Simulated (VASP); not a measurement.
# K in VASP: single point with PBE

Aim: the single point of K with PBE.

Everything below comes from runs of VASP 6.6.1. Logs are shortened: lines on timing, memory, paths and dates and some standing lists are left out, and cuts for length are marked.

### Step 1. The cell of the first run

The cell holds a sublattice, 2 atoms: a = 5.720 Å, b = 5.720 Å, c = 5.720 Å, α = 60.00°, β = 60.00°, γ = 60.00°.

### Step 2. Single point, PBE

Input file INCAR:

```
PREC = Accurate
ENCUT = 400
EDIFF = 1E-6
ISMEAR = 0
SIGMA = 0.1
LREAL = F
LASPH = T
NELM = 120
ALGO = Normal
ISIF = 2
LWAVE = F
LCHARG = F
GGA = PE
NBANDS = 16
GGA_COMPAT = F
```

Input file KPOINTS:

```
regular mesh
0
Gamma
  6 6 6
```

Input file POSCAR:

```
K
1.0
    0.0000000000      4.0444280000      4.0444280000
    4.0444280000      0.0000000000      4.0444280000
    4.0444280000      4.0444280000      0.0000000000
K
2
Direct
    0.2500000000      0.2500000000      0.2500000000
    0.7500000000      0.7500000000      0.7500000000
```

Potentials or basis: VASP PAW PBE potentials, release 64 (K_sv).

Launch:

```bash
> cat potpaw_PBE.64/K_sv/POTCAR > POTCAR
> mpirun -np 1 vasp_std > vasp.out
```

OUTCAR:

```text
PREC = Accurate
   ENCUT = 400
   EDIFF = 1E-6
   ISMEAR = 0
   LREAL = F
   LASPH = T
   NELM = 120
   ISIF = 2
   GGA = PE

 ion  position               nearest neighbor table
   1  0.250  0.250  0.250-
   2  0.750  0.750  0.750-

  LATTYP: Found a face centered cubic cell.
 ALAT       =     8.0888560000

  Lattice vectors:

 A1 = (   0.0000000000,   4.0444280000,   4.0444280000)
 A2 = (   4.0444280000,   0.0000000000,   4.0444280000)
 A3 = (   4.0444280000,   4.0444280000,   0.0000000000)

Analysis of symmetry for initial positions (statically):
=====================================================================
 Subroutine PRICEL returns following result:

  LATTYP: Found a simple cubic cell.
 ALAT       =     4.0444280000

  Lattice vectors:

 A1 = (  -4.0444280000,   0.0000000000,   0.0000000000)
 A2 = (   0.0000000000,   0.0000000000,   4.0444280000)
 A3 = (   0.0000000000,   4.0444280000,   0.0000000000)

   2 primitive cells build up your supercell.

 Routine SETGRP: Setting up the symmetry group for a
 face centered cubic supercell.

 Subroutine GETGRP returns: Found 48 space group operations
 (whereof 48 operations were pure point group operations)
 out of a pool of 48 trial point group operations.

The static configuration has the point symmetry O_h .

Analysis of symmetry for dynamics (positions and initial velocities):
=====================================================================
 Subroutine PRICEL returns following result:

  LATTYP: Found a simple cubic cell.
 ALAT       =     4.0444280000

  Lattice vectors:

 A1 = (  -4.0444280000,   0.0000000000,   0.0000000000)
 A2 = (   0.0000000000,   0.0000000000,   4.0444280000)
 A3 = (   0.0000000000,   4.0444280000,   0.0000000000)

   2 primitive cells build up your supercell.

 Routine SETGRP: Setting up the symmetry group for a
 face centered cubic supercell.

 Subroutine GETGRP returns: Found 48 space group operations
 (whereof 48 operations were pure point group operations)
 out of a pool of 48 trial point group operations.

The dynamic configuration has the point symmetry O_h .

 Subroutine INISYM returns: Found 48 space group operations
 (whereof 48 operations are pure point group operations),
 and found     2 'primitive' translations

----------------------------------------------------------------------------------------

                                     Primitive cell

  volume of cell :      66.1563

  direct lattice vectors                    reciprocal lattice vectors
    -4.044428000  0.000000000  0.000000000    -0.247253753  0.000000000  0.000000000
     0.000000000  0.000000000  4.044428000     0.000000000  0.000000000  0.247253753
     0.000000000  4.044428000  0.000000000     0.000000000  0.247253753  0.000000000

  length of vectors
     4.044428000  4.044428000  4.044428000     0.247253753  0.247253753  0.247253753

  position of ions in fractional coordinates (direct lattice)
     0.500000000  0.500000000  0.500000000

  ion indices of the primitive-cell ions
   primitive index   ion index
                 1           1

----------------------------------------------------------------------------------------

 KPOINTS: regular mesh

Automatic generation of k-mesh.
 Grid dimensions read from file:
 generate k-points for:    6    6    6

 Generating k-lattice:

  Cartesian coordinates                     Fractional coordinates (reciprocal lattice)
    -0.020604479  0.020604479  0.020604479     0.166666667  0.000000000  0.000000000
     0.020604479 -0.020604479  0.020604479     0.000000000  0.166666667  0.000000000
     0.020604479  0.020604479 -0.020604479     0.000000000  0.000000000  0.166666667

  Length of vectors
     0.035688005  0.035688005  0.035688005

  Shift w.r.t. Gamma in fractional coordinates (k-lattice)
     0.000000000  0.000000000  0.000000000

 Subroutine IBZKPT returns following result:
 ===========================================

 Found     16 irreducible k-points:

 Following reciprocal coordinates:
            Coordinates               Weight
  0.000000  0.000000  0.000000      1.000000
  0.166667  0.000000  0.000000      8.000000
  0.333333  0.000000  0.000000      8.000000
  0.500000  0.000000  0.000000      4.000000
  0.166667  0.166667  0.000000      6.000000
  0.333333  0.166667  0.000000     24.000000
[... 8 lines left out ...]
 -0.333333  0.333333  0.166667     24.000000
 -0.333333  0.500000  0.166667     12.000000
   k-points           NKPTS =     16   k-points in BZ     NKDIM =     16   number of bands    NBANDS=     16
   number of dos      NEDOS =    301   number of ions     NIONS =      2
   total plane-waves  NPLWV =  64000
   dimension x,y,z NGX =    40 NGY =   40 NGZ =   40
   dimension x,y,z NGXF=    80 NGYF=   80 NGZF=   80
   ions per type =               2
   NGX,Y,Z   is equivalent  to a cutoff of  11.63, 11.63, 11.63 a.u.
   NGXF,Y,Z  is equivalent  to a cutoff of  23.25, 23.25, 23.25 a.u.
 SYSTEM =  unknown system
   PREC   = accura    normal or accurate (medium, high low for compatibility)
   ISTART =      0    job   : 0-new  1-cont  2-samecut
   ICHARG =      2    charge: 1-file 2-atom 10-const
   ISPIN  =      1    spin polarized calculation?
   LNONCOLLINEAR =      F non collinear calculations
   LSORBIT =      F    spin-orbit coupling
   LASPH  =      T    aspherical Exc in radial PAW
   ENCUT  =  400.0 eV  29.40 Ry    5.42 a.u.   9.33  9.33  9.33*2*pi/ulx,y,z
   NELM   =    120;   NELMIN=  2; NELMDL= -5     # of ELM steps
   EDIFF  = 0.1E-05   stopping-criterion for ELM
   LREAL  =      F    real-space projection
   EDIFFG = 0.1E-04   stopping-criterion for IOM
   NSW    =      0    number of steps for IOM
   IBRION =     -1    ionic relax: 0-MD 1-quasi-New 2-CG
   NFREE  =      0    steps in history (QN), initial steepest desc. (CG)
   ISIF   =      2    stress and relaxation
   ISYM   =      2    0-nonsym 1-usesym 2-fastsym
   POTIM  = 0.5000    time-step for ionic-motion
   TEBEG  =    0.0;   TEEND  =   0.0 temperature during run
   PSTRESS=    0.0 pullay stress
   NELECT =      18.0000    total number of electrons
   NUPDOWN=      -1.0000    fix difference up-down
   EMIN   =  10.00;   EMAX   =-10.00  energy-range for DOS
   EFERMI =   0.00;   METHOD = LEGACY
   ISMEAR =     0;   SIGMA  =   0.10  broadening in eV -4-tet -1-fermi 0-gaus
   EFERMI_NEDOS =   21; number of points for ismear=-14 and -15
   IALGO  =     38    algorithm
   IMIX   =      4    mixing-type and parameters
     AMIX     =   0.40;   BMIX     =  1.00
     AMIX_MAG =   1.60;   BMIX_MAG =  1.00
  volume/ion in A,a.u.               =      66.16       446.44
  Fermi-wavevector in a.u.,A,eV,Ry     =   0.841974  1.591100  9.645440  0.708920
  Thomas-Fermi vector in A             =   1.956605
   LORBIT       =      0    0 simple, 1 ext, 2 COOP (PROOUT), +10 PAW based schemes
   GGA     = PE    functional components
   LHFCALC =     F    Hartree Fock is set to
   AEXX    =    0.0000 exact exchange contribution
   IVDW    =     0    specifies the selected vdW correction
   LEPSILON=     F    determine dielectric tensor
   LRPA    =     F    only Hartree local field effects (RPA)
 non-spin polarized calculation
 Gauss-broadening in eV      SIGMA  =   0.10
  energy-cutoff  :      400.00
  volume of cell :      132.31
 maximum number of plane-waves:      2424
 NGX is ok and might be reduce to    40
   NGX = 19   NGY = 19   NGZ = 19

 number of electron      17.9999997 magnetization

 Free energy of the ion-electron system (eV)
  ---------------------------------------------------
  ext. energy  EPLUGINS =         0.00000000
  ---------------------------------------------------
  free energy    TOTEN  =        -1.81867941 eV

  energy without entropy =       -1.79994292  energy(sigma->0) =       -1.80931116

 E-fermi :   0.1843     XC(G=0):  -5.9071

 val. band max:        0.1763323764   @ k =  -0.3333   0.3333   0.1667
 cond. band min:       0.2230686051   @ k =   0.5000   0.1667   0.0000
 fundamental gap:      0.0467362287
 Fermi energy:         0.1842711703

 k-point     1 :       0.0000    0.0000    0.0000
  band No.  band energies     occupation
      1     -32.1300      2.00000
      2     -32.1024      2.00000
      3     -15.6590      2.00000
      4     -15.6590      2.00000
      5     -15.6590      2.00000
      6     -15.5453      2.00000
[... 8 lines left out ...]
     15       4.6798      0.00000
     16       5.2358      0.00000

 k-point     2 :       0.1667    0.0000    0.0000
  band No.  band energies     occupation
      1     -32.1281      2.00000
      2     -32.1042      2.00000
      3     -15.6533      2.00000
      4     -15.6518      2.00000
      5     -15.6518      2.00000
      6     -15.5551      2.00000
[... 8 lines left out ...]
     15       4.6189      0.00000
     16       5.0489      0.00000

 k-point     3 :       0.3333    0.0000    0.0000
  band No.  band energies     occupation
      1     -32.1230      2.00000
      2     -32.1092      2.00000
      3     -15.6365      2.00000
      4     -15.6320      2.00000
      5     -15.6319      2.00000
      6     -15.5802      2.00000
[... 8 lines left out ...]
     15       3.9895      0.00000
     16       4.6774      0.00000

 k-point     4 :       0.5000    0.0000    0.0000
  band No.  band energies     occupation
      1     -32.1160      2.00000
      2     -32.1160      2.00000
      3     -15.6104      2.00000
      4     -15.6104      2.00000
      5     -15.6040      2.00000
      6     -15.6040      2.00000
[... 8 lines left out ...]
     15       4.0187      0.00000
     16       4.0187      0.00000
[... 172 lines left out ...]
 k-point    14 :       0.5000    0.3333    0.1667
  band No.  band energies     occupation
      1     -32.1206      2.00000
      2     -32.1114      2.00000
      3     -15.6786      2.00000
      4     -15.6567      2.00000
      5     -15.6378      2.00000
      6     -15.5729      2.00000
[... 8 lines left out ...]
     15       3.8225      0.00000
     16       4.6387      0.00000

 k-point    15 :      -0.3333    0.3333    0.1667
  band No.  band energies     occupation
      1     -32.1160      2.00000
      2     -32.1160      2.00000
      3     -15.6776      2.00000
      4     -15.6776      2.00000
      5     -15.6059      2.00000
      6     -15.6059      2.00000
[... 8 lines left out ...]
     15       4.1311      0.00000
     16       4.1311      0.00000

 k-point    16 :      -0.3333    0.5000    0.1667
  band No.  band energies     occupation
      1     -32.1183      2.00000
      2     -32.1137      2.00000
      3     -15.6940      2.00000
      4     -15.6835      2.00000
      5     -15.6422      2.00000
      6     -15.5690      2.00000
[... 8 lines left out ...]
     15       3.8030      0.00000
     16       4.3398      0.00000

------------------------ aborting loop because EDIFF is reached ----------------------------------------

  FORCE on cell =-STRESS in cart. coord.  units (eV):
  Direction    XX          YY          ZZ          XY          YZ          ZX
  --------------------------------------------------------------------------------------
  -------------------------------------------------------------------------------------
  Total        0.5756520      0.5756520      0.5756520      0.0000000     -0.0000000      0.0000000
  in kB        6.9705863      6.9705863      6.9705863      0.0000000     -0.0000000      0.0000000
  external PRESSURE =       6.9705863 kB  Pullay stress =       0.0000000 kB

 VOLUME and BASIS-vectors are now :
 -----------------------------------------------------------------------------
  energy-cutoff  :      400.00
  volume of cell :      132.31
      direct lattice vectors                 reciprocal lattice vectors
     0.000000000  4.044428000  4.044428000    -0.123626876  0.123626876  0.123626876
     4.044428000  0.000000000  4.044428000     0.123626876 -0.123626876  0.123626876
     4.044428000  4.044428000  0.000000000     0.123626876  0.123626876 -0.123626876

 POSITION                                       TOTAL-FORCE (eV/Angst)
 -----------------------------------------------------------------------------------
      2.02221      2.02221      2.02221         0.000000      0.000000      0.000000
      6.06664      6.06664      6.06664        -0.000000     -0.000000     -0.000000
 -----------------------------------------------------------------------------------
    total drift:                                0.000000     -0.000000      0.000000

  FREE ENERGIE OF THE ION-ELECTRON SYSTEM (eV)
  ---------------------------------------------------
  free  energy   TOTEN  =        -1.8186794080 eV

  energy  without entropy=       -1.7999429200  energy(sigma->0) =       -1.80931116
```

It took 14 s on 1 thread of Intel Xeon Platinum 8559C (Emerald Rapids), shared host; peak memory 0.23 GiB.

Results:

* Free energy: -1.8187 eV
* Pressure: 0.7 GPa
* Band gap on the k mesh: zero (bands 9 and 10 overlap by 0.78 eV)

The gap in the log of VASP goes by the Fermi energy; the results here count the filled bands.